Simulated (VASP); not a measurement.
La2O3:

```
La O
1.0
     3.93078    0.00000    0.00000
    -1.96539    3.40415    0.00000
     0.00000    0.00000    6.11195
La O
2 3
Direct
  0.66667 0.33333 0.75376
  0.33333 0.66667 0.24624
  0.66667 0.33333 0.35411
  0.33333 0.66667 0.64589
  0.00000 0.00000 0.00000
```

| Quantity | Value |
| --- | --- |
| Program | VASP 6.6.1 |
| Task | relaxation of cell and atoms |
| Functional | LDA |
| Potentials or basis | VASP PAW LDA potentials, release 64 (La, O) |
| Cutoff | 600 eV |
| k mesh | 9 × 9 × 4 |
| Occupations | gaussian, width 0.02 eV |
| Spin | no spin polarisation |

At the start: pressure -6.5 GPa; volume 16.36 Å³/atom.

Question: Where does the relaxation end?

Answer: Over 17 steps the energy falls by 17.1 meV/atom and the volume is 15.51 Å³/atom (-5.2 %); space group P-3m1 (No. 164, to 0.1 Å) before and after.

The path:
```
step  energy change (eV)  largest force (eV/Å)  pressure (GPa)  volume (Å³)
   1              0.0000                0.1611           -6.49        81.78
   2              0.0312                0.8513            8.89        74.19
   3             -0.0777                0.2709           -0.19        78.18
   4             -0.0777                0.2801           -0.05        78.11
   5             -0.0834                0.0444            0.04        77.78
   6             -0.0837                0.0426            0.08        77.67
   7             -0.0847                0.0463           -0.10        77.71
   8             -0.0850                0.0501           -0.25        77.75
   9             -0.0852                0.0544            0.26        77.46
  10             -0.0853                0.0391            0.11        77.55
  11             -0.0855                0.0126            0.05        77.54
  12             -0.0855                0.0068            0.03        77.53
  13             -0.0855                0.0008           -0.03        77.57
  14             -0.0855                0.0026           -0.02        77.56
  15             -0.0855                0.0035           -0.02        77.55
  16             -0.0855                0.0055            0.01        77.54
  17             -0.0855                0.0007            0.00        77.55
```

Final structure:
```yaml
crystal:
  lattice:
    - [3.88216, 0.00000, 0.00000]
    - [-1.94108, 3.36205, 0.00000]
    - [0.00000, 0.00000, 5.94162]
  atoms:
    - { symbol: La, position: [0.66667, 0.33333, 0.75627] }
    - { symbol: La, position: [0.33333, 0.66667, 0.24373] }
    - { symbol: O, position: [0.66667, 0.33333, 0.35324] }
    - { symbol: O, position: [0.33333, 0.66667, 0.64675] }
    - { symbol: O, position: [0.00000, 0.00000, 0.00000] }
```
